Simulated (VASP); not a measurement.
# Sc in VASP: notebook

Runs on Sc. Level: r2SCAN. Tasks: single point.

Everything below comes from runs of VASP 6.6.1. Logs are shortened: lines on timing, memory, paths and dates and some standing lists are left out, and cuts for length are marked.

## 1. The cell of the first run

It takes space group I4/mmm (No. 139, tetragonal). Conventional cell: a = 3.211 Å, b = 3.211 Å, c = 4.723 Å, α = 90.00°, β = 90.00°, γ = 90.00°. Sc (site symmetry 4/mmm) has 12 Sc at 3.21 to 3.28 Å within 4.2 Å.

## 2. Single point, r2SCAN (strain +0.000 along x and y, +0.040 along z)

POSCAR

```
Sc
1.0
    0.0000000000      2.2705000000      2.3613200000
    2.2705000000      0.0000000000      2.3613200000
    2.2705000000      2.2705000000      0.0000000000
Sc
1
Direct
    0.0000000000      0.0000000000      0.0000000000
```

INCAR.step1

```
SYSTEM = Sc
ALGO     = Normal         ! electronic algorithm
EDIFF    = 1E-4           ! SCF threshold, eV
ENCUT    = 520            ! plane-wave cutoff, eV
GGA      = PE             ! functional
ISMEAR   = 0              ! smearing method
LASPH    = .True.         ! aspherical terms in the spheres
LCHARG   = .False.        ! write CHGCAR
LREAL    = .False.        ! projectors in reciprocal space
LWAVE    = .True.         ! write WAVECAR
NBANDS   = 12             ! bands
NELM     = 80             ! most SCF steps
PREC     = Accurate       ! precision mode
SIGMA    = 0.15           ! smearing width, eV
```

INCAR.step2

```
SYSTEM = Sc
ALGO     = Normal         ! electronic algorithm
EDIFF    = 1E-6           ! SCF threshold, eV
ENCUT    = 520            ! plane-wave cutoff, eV
ISIF     = 2              ! what is computed and relaxed
ISMEAR   = 0              ! smearing method
ISTART   = 1            
LASPH    = .True.         ! aspherical terms in the spheres
LCHARG   = .False.        ! write CHGCAR
LMIXTAU  = .True.       
LREAL    = .False.        ! projectors in reciprocal space
LWAVE    = .False.        ! write WAVECAR
METAGGA  = R2SCAN         ! meta-GGA
NBANDS   = 12             ! bands
NELM     = 80             ! most SCF steps
PREC     = Accurate       ! precision mode
SIGMA    = 0.15           ! smearing width, eV
```

KPOINTS

```
k-points
0
Gamma
  18 18 18
  0 0 0
```

Potentials or basis: VASP PAW PBE potentials, release 64 (Sc_sv).

Run with:

```sh
> cat potpaw_PBE.64/Sc_sv/POTCAR > POTCAR
> cp INCAR.step1 INCAR
> mpirun -np 1 vasp_std > vasp.out
> cp INCAR.step2 INCAR
> mpirun -np 1 vasp_std > vasp.out
```

OUTCAR:

```text
SYSTEM = Sc
   EDIFF = 1E-6
   ENCUT = 520
   ISIF = 2
   ISMEAR = 0
   ISTART = 1
   LASPH = .True.
   LREAL = .False.
   METAGGA = R2SCAN
   NELM = 80
   PREC = Accurate

 ion  position               nearest neighbor table
   1  0.000  0.000  0.000-

  LATTYP: Found a body centered tetragonal cell.
 ALAT       =     3.2109718934
 C/A-ratio  =     1.4707821049

  Lattice vectors:

 A1 = (  -2.2705000000,   0.0000000000,   2.3613200000)
 A2 = (   2.2705000000,   0.0000000000,   2.3613200000)
 A3 = (   0.0000000000,   2.2705000000,  -2.3613200000)

Analysis of symmetry for initial positions (statically):
=====================================================================
 Subroutine PRICEL returns:
 Original cell was already a primitive cell.

 Routine SETGRP: Setting up the symmetry group for a
 body centered tetragonal supercell.

 Subroutine GETGRP returns: Found 16 space group operations
 (whereof 16 operations were pure point group operations)
 out of a pool of 16 trial point group operations.

The static configuration has the point symmetry D_4h.

Analysis of symmetry for dynamics (positions and initial velocities):
=====================================================================
 Subroutine PRICEL returns:
 Original cell was already a primitive cell.

 Routine SETGRP: Setting up the symmetry group for a
 body centered tetragonal supercell.

 Subroutine GETGRP returns: Found 16 space group operations
 (whereof 16 operations were pure point group operations)
 out of a pool of 16 trial point group operations.

The dynamic configuration has the point symmetry D_4h.

 Subroutine INISYM returns: Found 16 space group operations
 (whereof 16 operations are pure point group operations),
 and found     1 'primitive' translations

----------------------------------------------------------------------------------------

                                     Primitive cell

  volume of cell :      24.3460

  direct lattice vectors                    reciprocal lattice vectors
     0.000000000  2.270500000  2.361320000    -0.220215811  0.220215811  0.211745973
     2.270500000  0.000000000  2.361320000     0.220215811 -0.220215811  0.211745973
     2.270500000  2.270500000  0.000000000     0.220215811  0.220215811 -0.211745973

  length of vectors
     3.275820873  3.275820873  3.210971893     0.376598412  0.376598412  0.376598412

  position of ions in fractional coordinates (direct lattice)
     0.000000000  0.000000000  0.000000000

  ion indices of the primitive-cell ions
   primitive index   ion index
                 1           1

----------------------------------------------------------------------------------------

 KPOINTS: k-points

Automatic generation of k-mesh.
 Grid dimensions read from file:
 generate k-points for:   18   18   18

 Generating k-lattice:

  Cartesian coordinates                     Fractional coordinates (reciprocal lattice)
    -0.012234212  0.012234212  0.011763665     0.055555556  0.000000000  0.000000000
     0.012234212 -0.012234212  0.011763665     0.000000000  0.055555556  0.000000000
     0.012234212  0.012234212 -0.011763665    -0.000000000 -0.000000000  0.055555556

  Length of vectors
     0.020922134  0.020922134  0.020922134

  Shift w.r.t. Gamma in fractional coordinates (k-lattice)
     0.000000000  0.000000000  0.000000000

 Subroutine IBZKPT returns following result:
 ===========================================

 Found    480 irreducible k-points:

 Following reciprocal coordinates:
            Coordinates               Weight
  0.000000  0.000000  0.000000      1.000000
  0.055556  0.000000  0.000000      8.000000
  0.111111  0.000000  0.000000      8.000000
  0.166667  0.000000  0.000000      8.000000
  0.222222  0.000000  0.000000      8.000000
  0.277778  0.000000  0.000000      8.000000
[... 16 lines left out ...]
 -0.277778  0.055556  0.000000      8.000000
 -0.222222  0.055556  0.000000      8.000000
 [... further k-points ...]
   k-points           NKPTS =    480   k-points in BZ     NKDIM =    480   number of bands    NBANDS=     12
   number of dos      NEDOS =    301   number of ions     NIONS =      1
   total plane-waves  NPLWV =  13824
   dimension x,y,z NGX =    24 NGY =   24 NGZ =   24
   dimension x,y,z NGXF=    48 NGYF=   48 NGZF=   48
   ions per type =               1
   NGX,Y,Z   is equivalent  to a cutoff of  12.18, 12.18, 12.43 a.u.
   NGXF,Y,Z  is equivalent  to a cutoff of  24.36, 24.36, 24.85 a.u.
 SYSTEM =  Sc
   PREC   = accura    normal or accurate (medium, high low for compatibility)
   ISTART =      1    job   : 0-new  1-cont  2-samecut
   ICHARG =      0    charge: 1-file 2-atom 10-const
   ISPIN  =      1    spin polarized calculation?
   LNONCOLLINEAR =      F non collinear calculations
   LSORBIT =      F    spin-orbit coupling
   LASPH  =      T    aspherical Exc in radial PAW
   ENCUT  =  520.0 eV  38.22 Ry    6.18 a.u.   6.09  6.09  5.97*2*pi/ulx,y,z
   NELM   =     80;   NELMIN=  2; NELMDL=  0     # of ELM steps
   EDIFF  = 0.1E-05   stopping-criterion for ELM
   LREAL  =      F    real-space projection
   EDIFFG = 0.1E-04   stopping-criterion for IOM
   NSW    =      0    number of steps for IOM
   IBRION =     -1    ionic relax: 0-MD 1-quasi-New 2-CG
   NFREE  =      0    steps in history (QN), initial steepest desc. (CG)
   ISIF   =      2    stress and relaxation
   ISYM   =      2    0-nonsym 1-usesym 2-fastsym
   POTIM  = 0.5000    time-step for ionic-motion
   TEBEG  =    0.0;   TEEND  =   0.0 temperature during run
   PSTRESS=    0.0 pullay stress
   NELECT =      11.0000    total number of electrons
   NUPDOWN=      -1.0000    fix difference up-down
   EMIN   =  10.00;   EMAX   =-10.00  energy-range for DOS
   EFERMI =   0.00;   METHOD = LEGACY
   ISMEAR =     0;   SIGMA  =   0.15  broadening in eV -4-tet -1-fermi 0-gaus
   EFERMI_NEDOS =   21; number of points for ismear=-14 and -15
   IALGO  =     38    algorithm
   IMIX   =      4    mixing-type and parameters
     AMIX     =   0.40;   BMIX     =  1.00
     AMIX_MAG =   1.60;   BMIX_MAG =  1.00
  volume/ion in A,a.u.               =      24.35       164.30
  Fermi-wavevector in a.u.,A,eV,Ry     =   1.256212  2.373897 21.470943  1.578070
  Thomas-Fermi vector in A             =   2.389931
   LORBIT       =      0    0 simple, 1 ext, 2 COOP (PROOUT), +10 PAW based schemes
   METAGGA = R2SCAN    functional components
   LHFCALC =     F    Hartree Fock is set to
   AEXX    =    0.0000 exact exchange contribution
   IVDW    =     0    specifies the selected vdW correction
   LEPSILON=     F    determine dielectric tensor
   LRPA    =     F    only Hartree local field effects (RPA)
 non-spin polarized calculation
 Gauss-broadening in eV      SIGMA  =   0.15
  energy-cutoff  :      520.00
  volume of cell :       24.35
 maximum number of plane-waves:       674
   NGX = 13   NGY = 13   NGZ = 11

 number of electron      10.9999997 magnetization

 Free energy of the ion-electron system (eV)
  ---------------------------------------------------
  ext. energy  EPLUGINS =         0.00000000
  ---------------------------------------------------
  free energy    TOTEN  =       -11.30210033 eV

  energy without entropy =      -11.28034732  energy(sigma->0) =      -11.29122383

 E-fermi :   3.8547     XC(G=0): -10.6652

 val. band max:        3.8533739438   @ k =  -0.1667   0.3333   0.1667
 cond. band min:       3.8563847667   @ k =  -0.2222   0.3889   0.1667
 fundamental gap:      0.0030108229
 Fermi energy:         3.8546748417

 k-point     1 :       0.0000    0.0000    0.0000
  band No.  band energies     occupation
      1     -47.6664      2.00000
      2     -25.0963      2.00000
      3     -25.0962      2.00000
      4     -25.0847      2.00000
      5      -1.7404      2.00000
      6       5.5115      0.00000
      7       5.7582      0.00000
      8       5.7582      0.00000
      9       7.0018      0.00000
     10       7.2912      0.00000
     11      16.9239      0.00000
     12      20.1998      0.00000

 k-point     2 :       0.0556    0.0000    0.0000
  band No.  band energies     occupation
      1     -47.6644      2.00000
      2     -25.1079      2.00000
      3     -25.0976      2.00000
      4     -25.0885      2.00000
      5      -1.6569      2.00000
      6       5.5060      0.00000
      7       5.7270      0.00000
      8       5.7896      0.00000
      9       6.9826      0.00000
     10       7.2640      0.00000
     11      17.0001      0.00000
     12      19.8189      0.00000

 k-point     3 :       0.1111    0.0000    0.0000
  band No.  band energies     occupation
      1     -47.6587      2.00000
      2     -25.1454      2.00000
      3     -25.1015      2.00000
      4     -25.0953      2.00000
      5      -1.4108      2.00000
      6       5.3959      0.00000
      7       5.7279      0.00000
      8       5.8733      0.00000
      9       6.9439      0.00000
     10       7.1977      0.00000
     11      17.1273      0.00000
     12      18.6383      0.00000
[... 286 lines left out ...]
 k-point    23 :      -0.2778    0.0556    0.0000
  band No.  band energies     occupation
      1     -47.6226      2.00000
      2     -25.3789      2.00000
      3     -25.1419      2.00000
      4     -25.1205      2.00000
      5       0.4241      2.00000
      6       4.4283      0.00000
      7       5.6414      0.00000
      8       5.9965      0.00000
      9       7.1930      0.00000
     10       7.5933      0.00000
     11      13.8082      0.00000
     12      17.0766      0.00000

 k-point    24 :      -0.2222    0.0556    0.0000
  band No.  band energies     occupation
      1     -47.6337      2.00000
      2     -25.3079      2.00000
      3     -25.1295      2.00000
      4     -25.1126      2.00000
      5      -0.2102      2.00000
      6       4.7137      0.00000
      7       5.7341      0.00000
      8       6.0737      0.00000
      9       6.9928      0.00000
     10       7.3262      0.00000
     11      15.0591      0.00000
     12      17.4142      0.00000

 [... further k-points ...]
[... 5 lines left out ...]
  --------------------------------------------------------------------------------------
  -------------------------------------------------------------------------------------
  Total        0.3179429      0.3179429      0.2225039      0.0000000      0.0000000      0.0000000
  in kB       20.9233836     20.9233836     14.6426721      0.0000000      0.0000000      0.0000000
  external PRESSURE =      18.8298131 kB  Pullay stress =       0.0000000 kB

 VOLUME and BASIS-vectors are now :
 -----------------------------------------------------------------------------
  energy-cutoff  :      520.00
  volume of cell :       24.35
      direct lattice vectors                 reciprocal lattice vectors
     0.000000000  2.270500000  2.361320000    -0.220215811  0.220215811  0.211745973
     2.270500000  0.000000000  2.361320000     0.220215811 -0.220215811  0.211745973
     2.270500000  2.270500000  0.000000000     0.220215811  0.220215811 -0.211745973

 POSITION                                       TOTAL-FORCE (eV/Angst)
 -----------------------------------------------------------------------------------
      0.00000      0.00000      0.00000         0.000000      0.000000     -0.000000
 -----------------------------------------------------------------------------------
    total drift:                                0.000000      0.000000     -0.000000

  FREE ENERGIE OF THE ION-ELECTRON SYSTEM (eV)
  ---------------------------------------------------
  free  energy   TOTEN  =       -11.3021003331 eV

  energy  without entropy=      -11.2803473203  energy(sigma->0) =      -11.29122383
```

Wall time 3.4 min (1 thread of Intel Xeon Platinum 8375C at 2.90GHz (Ice Lake), shared host); peak memory 0.25 GiB.

Results:

| Property | Result |
| --- | --- |
| Free energy | -11.3021 eV |
| Pressure | 1.9 GPa |
| Band gap on the k mesh | zero (an odd number of electrons rules out a gap without spin polarisation) |

Stress tensor (GPa, compression positive):
```
2.09 0.00 0.00
0.00 2.09 0.00
0.00 0.00 1.46
```

Levels at points of the mesh, in eV from the Fermi level:
| k point | band 3 | band 4 | band 5 | band 6 | band 7 | band 8 |
| --- | --- | --- | --- | --- | --- | --- |
| (0.00, 0.00, 0.00) | -28.95 | -28.94 | -5.60 | 1.66 | 1.90 | 1.90 |
| (0.50, 0.00, 0.00) | -29.01 | -29.00 | -1.85 | 0.08 | 1.56 | 1.83 |
| (0.50, 0.50, 0.00) | -29.08 | -29.08 | -1.63 | -0.52 | 1.51 | 4.23 |
| (0.50, 0.00, 0.50) | -29.13 | -29.08 | -1.60 | -0.64 | 2.13 | 4.21 |

Caveat: the cell differs from its parent crystal (strain +0.000 along x and y, +0.040 along z); the PAW data sets were made with another functional, which shifts forces and pressure a little.

## 3. Single point, r2SCAN (strain -0.080 along x and y, -0.080 along z)

POSCAR

```
Sc
1.0
    0.0000000000      2.0888600000      2.0888600000
    2.0888600000      0.0000000000      2.0888600000
    2.0888600000      2.0888600000      0.0000000000
Sc
1
Direct
    0.0000000000      0.0000000000      0.0000000000
```

INCAR.step1

```
SYSTEM = Sc
PREC = Accurate
ENCUT = 520
ISMEAR = 0
SIGMA = 0.15
LREAL = .False.
LASPH = .True.
NELM = 80
NBANDS = 12
GGA = PE
ALGO = Normal
EDIFF = 1E-4
LWAVE = .True.
LCHARG = .False.
```

INCAR.step2

```
SYSTEM = Sc
PREC = Accurate
ENCUT = 520
EDIFF = 1E-6
ISMEAR = 0
SIGMA = 0.15
LREAL = .False.
LASPH = .True.
NELM = 80
ALGO = Normal
ISIF = 2
LWAVE = .False.
LCHARG = .True.
METAGGA = R2SCAN
LMIXTAU = .True.
LELF = .True.
LVHAR = .True.
NBANDS = 12
ISTART = 1
```

KPOINTS

```
Automatic mesh
0
Gamma
  18 18 18
  0 0 0
```

Potentials or basis: VASP PAW PBE potentials, release 64 (Sc_sv).

Run with:

```sh
> cat potpaw_PBE.64/Sc_sv/POTCAR > POTCAR
> cp INCAR.step1 INCAR
> mpirun -np 1 vasp_std > vasp.out
> cp INCAR.step2 INCAR
> mpirun -np 1 vasp_std > vasp.out
```

It took 2.4 min on 1 thread of Intel Xeon 8259CL, shared host; peak memory 0.18 GiB.

The run converged. Its results:

- Free energy: -10.8365 eV
- Pressure: 26.6 GPa
- Band gap on the k mesh: zero (an odd number of electrons rules out a gap without spin polarisation)

Levels at points of the mesh, in eV from the Fermi level:
| k point | band 2 | band 3 | band 4 | band 5 | band 6 | band 7 | band 8 | band 9 |
| --- | --- | --- | --- | --- | --- | --- | --- | --- |
| (0.00, 0.00, 0.00) | -27.91 | -27.91 | -27.91 | -5.96 | 2.19 | 2.19 | 2.19 | 4.33 |
| (0.50, 0.00, 0.00) | -29.01 | -28.04 | -28.04 | -2.21 | 1.00 | 1.98 | 1.98 | 5.66 |
| (0.50, 0.50, 0.00) | -28.92 | -28.28 | -28.28 | -2.41 | -1.19 | 3.44 | 5.68 | 6.02 |

Caveat: the cell differs from its parent crystal (strain -0.080 along x and y, -0.080 along z); the cell stands under pressure; the PAW data sets were made with another functional, which shifts forces and pressure a little.

## 4. Single point, r2SCAN (strain -0.040 along x and y, -0.040 along z)

POSCAR

```
Sc
1.0
    0.0000000000      2.1796800000      2.1796800000
    2.1796800000      0.0000000000      2.1796800000
    2.1796800000      2.1796800000      0.0000000000
Sc
1
Direct
    0.0000000000      0.0000000000      0.0000000000
```

INCAR.step1

```
ALGO     = Normal         # electronic algorithm
EDIFF    = 1E-4           # SCF threshold, eV
ENCUT    = 520            # plane-wave cutoff, eV
GGA      = PE             # functional
ISMEAR   = 0              # smearing method
LASPH    = T              # aspherical terms in the spheres
LCHARG   = F              # write CHGCAR
LREAL    = F              # projectors in reciprocal space
LWAVE    = T              # write WAVECAR
NBANDS   = 12             # bands
NELM     = 100            # most SCF steps
PREC     = Accurate       # precision mode
SIGMA    = 0.15           # smearing width, eV
```

INCAR.step2

```
ALGO     = Normal         # electronic algorithm
EDIFF    = 1E-6           # SCF threshold, eV
ENCUT    = 520            # plane-wave cutoff, eV
ISIF     = 2              # what is computed and relaxed
ISMEAR   = 0              # smearing method
ISTART   = 1            
LASPH    = T              # aspherical terms in the spheres
LCHARG   = T              # write CHGCAR
LELF     = T              # ELF
LMIXTAU  = T            
LREAL    = F              # projectors in reciprocal space
LVHAR    = T            
LWAVE    = F              # write WAVECAR
METAGGA  = R2SCAN         # meta-GGA
NBANDS   = 12             # bands
NELM     = 100            # most SCF steps
PREC     = Accurate       # precision mode
SIGMA    = 0.15           # smearing width, eV
```

KPOINTS

```
k-points
0
Gamma
  18 18 18
```

Run with:

```sh
> cat potpaw_PBE.64/Sc_sv/POTCAR > POTCAR
> cp INCAR.step1 INCAR
> mpirun -np 1 vasp_std > vasp.out
> cp INCAR.step2 INCAR
> mpirun -np 1 vasp_std > vasp.out
```

Run time: 2.4 min. Hardware: 1 thread of Intel Xeon 8259CL, shared host; peak memory 0.18 GiB.

The run converged. Its results:

```yaml
Free_energy: -11.1405 eV
Pressure: 13.5 GPa
Band_gap_on_the_k_mesh: zero (an odd number of electrons rules out a gap without spin polarisation)
```

Levels at points of the mesh, in eV from the Fermi level:
| k point | band 2 | band 3 | band 4 | band 5 | band 6 | band 7 | band 8 | band 9 |
| --- | --- | --- | --- | --- | --- | --- | --- | --- |
| (0.00, 0.00, 0.00) | -28.37 | -28.37 | -28.37 | -5.86 | 2.04 | 2.04 | 2.04 | 3.87 |
| (0.50, 0.00, 0.00) | -29.11 | -28.46 | -28.46 | -2.05 | 0.48 | 1.87 | 1.87 | 5.00 |
| (0.50, 0.50, 0.00) | -29.05 | -28.62 | -28.62 | -2.03 | -0.90 | 2.64 | 5.01 | 5.29 |

Caveat: the cell differs from its parent crystal (strain -0.040 along x and y, -0.040 along z); the cell stands under pressure; the PAW data sets were made with another functional, which shifts forces and pressure a little.

## 5. The runs side by side

| cell | gap on the mesh (eV) | pressure (GPa) |
| --- | --- | --- |
| a = 3.276, b = 3.276, c = 3.211 Å, angles 60.7, 60.7, 58.7°, 1 atom | none | 1.9 |
| a = 2.954 Å, angles 60.0°, 1 atom | none | 26.6 |
| a = 3.083 Å, angles 60.0°, 1 atom | none | 13.5 |

Alike in all rows: task single point; level r2SCAN; potentials or basis VASP PAW PBE potentials, release 64 (Sc_sv); no spin polarisation; k mesh 18 × 18 × 18; cutoff (eV) 520; smearing gaussian 0.15 eV.

Caveats: the PAW data sets were made with another functional, which shifts forces and pressure a little; the cell stands under pressure (at least some runs).

Absolute energies hang on the potentials; compare differences alone.

The gap in the log of VASP goes by the Fermi energy; the results here count the filled bands.